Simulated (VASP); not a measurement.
A run of VASP 6.6.1 is set up as follows.

The input INCAR:

```
PREC = Accurate ; ENCUT = 520
EDIFF = 1E-6 ; ISMEAR = 0
SIGMA = 0.01 ; LREAL = False
LASPH = True ; NELM = 100
ALGO = Normal ; ISIF = 2
LWAVE = False ; LCHARG = True
GGA = PS ; LELF = True
LVHAR = True ; NBANDS = 35
```

Contents of KPOINTS:

```
Automatic mesh
0
Gamma
  10 10 10
```

File POSCAR:

```
SnO2
1.0
   -2.0000690000      2.0000690000      5.1236790000
    2.0000690000     -2.0000690000      5.1236790000
    2.0000690000      2.0000690000     -5.1236790000
Sn O
2 4
Direct
    0.7500000000      0.2500000000      0.5000000000
    0.0000000000      0.0000000000      0.0000000000
    0.7965230000      0.7965230000      0.0000000000
    0.9534770000      0.4534770000      0.5000000000
    0.2034770000      0.2034770000      0.0000000000
    0.5465230000      0.0465230000      0.5000000000
```

Potentials or basis: VASP PAW PBE potentials, release 64 (Sn_d, O).

Command:

```bash
$ cat potpaw_PBE.64/Sn_d/POTCAR potpaw_PBE.64/O/POTCAR > POTCAR
$ mpirun -np 1 vasp_std > vasp.out
```

(1) Estimate the largest force.

(2) What does it give for the pressure?

(3) Predict the band gap on the k mesh.

Answers

(1) 0.056 eV/Å.

(2) 1.3 GPa.

(3) 1.56 eV, indirect (least direct gap 1.94 eV).

Caveat: the PAW data sets were made with another functional, which shifts forces and pressure a little; spin-orbit coupling is left out, which moves the levels of the heavy elements.
